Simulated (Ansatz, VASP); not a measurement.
SnSe in VASP and in Ansatz

Contents of INCAR:

```
SYSTEM = SnSe
ALGO = Normal
EDIFF = 1E-6
ENCUT = 520
GGA = PS
ISIF = 2
ISMEAR = 0
LASPH = .TRUE.
LCHARG = .FALSE.
LREAL = .FALSE.
LWAVE = .FALSE.
NBANDS = 17
NELM = 100
PREC = Accurate
SIGMA = 0.05
```

Contents of KPOINTS:

```
k-points
0
G
  8 8 8
  0 0 0
```

POSCAR

```
SnSe
1.0
    0.0000000000      2.9430271184      2.9727546651
    2.9727546651      0.0000000000      2.9727546651
    2.9727546651      2.9430271184      0.0000000000
Sn Se
1 1
Direct
    0.0000000000      0.0000000000      0.0000000000
    0.5000000000      0.5000000000      0.5000000000
```

Input for Ansatz:

```yaml
crystal:
  lattice:
    - [0.0, 2.9430271184, 2.9727546651]
    - [2.9727546651, 0.0, 2.9727546651]
    - [2.9727546651, 2.9430271184, 0.0]
  atoms:
    - { symbol: Sn, position: [0.0, 0.0, 0.0] }
    - { symbol: Se, position: [0.5, 0.5, 0.5] }
basis:
  ecutwfc: 420
kpoints:
  mp_grid: { grid: [8, 8, 8] }
hamiltonian:
  xc: pbesol
scf:
  occupations: { method: gaussian, width: 0.05 }
output:
  forces: true
  stress: true
  eigenvalues: true
```

Change from the starting cell: strain -0.0100 x Voigt [0, 1, 0, 0, 0, 0], atoms carried along.

Alike in both runs: task single point; functional PBEsol; k mesh 8 × 8 × 8; occupations gaussian, width 0.05 eV; no spin polarisation.

|  | VASP | Ansatz |
| --- | --- | --- |
| version | VASP 6.6.1 | Ansatz 0.2.0 |
| potentials or method | VASP PAW PBE potentials, release 64 (Sn_d, Se), cutoff 520 eV | scalar-relativistic, plane waves, PAW |
| valence electrons in the cell | 20 | 30 |

|  | VASP | Ansatz | Ansatz less VASP |
| --- | --- | --- | --- |
| gap on the k mesh at the Fermi level (eV) | 0.76 | 0.76 | -0.001 |
| least direct gap on the mesh (eV) | 0.87 | 0.87 | -0.002 |
| pressure (GPa) | 0.6 | 0.6 | -0.02 |
| traceless stress, the component that is largest in VASP (GPa) | 0.96 | 0.96 | -0.004 |

VASP's potentials were made for PBE, not for PBEsol. VASP's potentials hold 20 valence electrons a cell and Ansatz's 30, so a difference there can come from the potentials and not from the codes.
